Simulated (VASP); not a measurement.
CdTe:

```
Cd Te
1.0
     0.00000    3.27996    3.27996
     3.27996    0.00000    3.27996
     3.27996    3.27996    0.00000
Cd Te
1 1
Direct
  0.00000 0.00000 0.00000
  0.25000 0.25000 0.25000
```

Base run:

- Program: VASP 6.6.1
- Functional: PBE-based global hybrid
- Potentials or basis: VASP PAW PBE potentials, release 64 (Cd, Te)
- Cutoff: 520 eV
- k mesh: 4 × 4 × 4
- Occupations: gaussian, width 0.01 eV
- Spin: no spin polarisation

Its results: band gap on the k mesh 5.29 eV, direct; pressure -2.4 GPa.

**Question.** The run is repeated on the same cell with these changes: functional from PBE-based global hybrid to r2SCAN. What comes out?

**Answer.** Band gap on the k mesh 1.14 eV, direct; pressure 0.3 GPa.

Caveats: the PAW data sets were made with another functional, which shifts forces and pressure a little; spin-orbit coupling is left out, which moves the levels of the heavy elements.

